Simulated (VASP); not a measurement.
Wanted: the native input for a VASP 6.6.1 run.

```yaml
Task: single point
Functional: r2SCAN
Potentials_or_basis: VASP PAW PBE potentials, release 64 (K_sv, Cl)
Cutoff: 520 eV
k_mesh: 6 × 6 × 4
Occupations: gaussian, width 0.02 eV
Spin: no spin polarisation
Dipole_correction: no
Further_INCAR_settings: ALGO = Normal; EDIFF = 1e-06; NBANDS = 24
```

KCl:

```
CELL_PARAMETERS angstrom
3.14449 3.14449 0.00000
-3.14449 3.14449 0.00000
0.00000 0.00000 6.28898
ATOMIC_POSITIONS crystal
K 0.00000 0.00000 0.00000
K 0.50000 0.50000 0.50000
Cl 0.50000 0.50000 0.00000
Cl 0.00000 0.00000 0.50000
```

One way to write it, as run:

POSCAR

```
KCl
1.0
    3.1444922590      3.1444922590      0.0000000000
   -3.1444922590      3.1444922590      0.0000000000
    0.0000000000      0.0000000000      6.2889845179
K Cl
2 2
Direct
    0.0000000000      0.0000000000      0.0000000000
    0.5000000000      0.5000000000      0.5000000000
    0.5000000000      0.5000000000      0.0000000000
    0.0000000000      0.0000000000      0.5000000000
```

INCAR.step1

```
  ALGO = Normal
  EDIFF = 1E-4
  ENCUT = 520
  GGA = PE
  ISMEAR = 0
  LASPH = True
  LCHARG = False
  LREAL = False
  LWAVE = True
  NBANDS = 24
  NELM = 100
  PREC = Accurate
  SIGMA = 0.02
```

INCAR.step2

```
  ALGO = Normal
  EDIFF = 1E-6
  ENCUT = 520
  ISIF = 2
  ISMEAR = 0
  ISTART = 1
  LASPH = True
  LCHARG = True
  LELF = True
  LMIXTAU = True
  LREAL = False
  LVHAR = True
  LWAVE = False
  METAGGA = R2SCAN
  NBANDS = 24
  NELM = 100
  PREC = Accurate
  SIGMA = 0.02
```

KPOINTS

```
k-points
0
Gamma
  6 6 4
```

Potentials or basis: VASP PAW PBE potentials, release 64 (K_sv, Cl).

Command:

```sh
$ cat potpaw_PBE.64/K_sv/POTCAR potpaw_PBE.64/Cl/POTCAR > POTCAR
$ cp INCAR.step1 INCAR
$ mpirun -np 1 vasp_std > vasp.out
$ cp INCAR.step2 INCAR
$ mpirun -np 1 vasp_std > vasp.out
```

It gave:

| Quantity | Value |
| --- | --- |
| Pressure | 0.0 GPa |
| Band gap on the k mesh | 5.84 eV |

Caveat: the PAW data sets were made with another functional, which shifts forces and pressure a little.

Run time: 2.4 min on 1 thread of Intel(R) Xeon(R) 6975P-C (Granite Rapids) (shared host), peak memory 0.29 GiB.
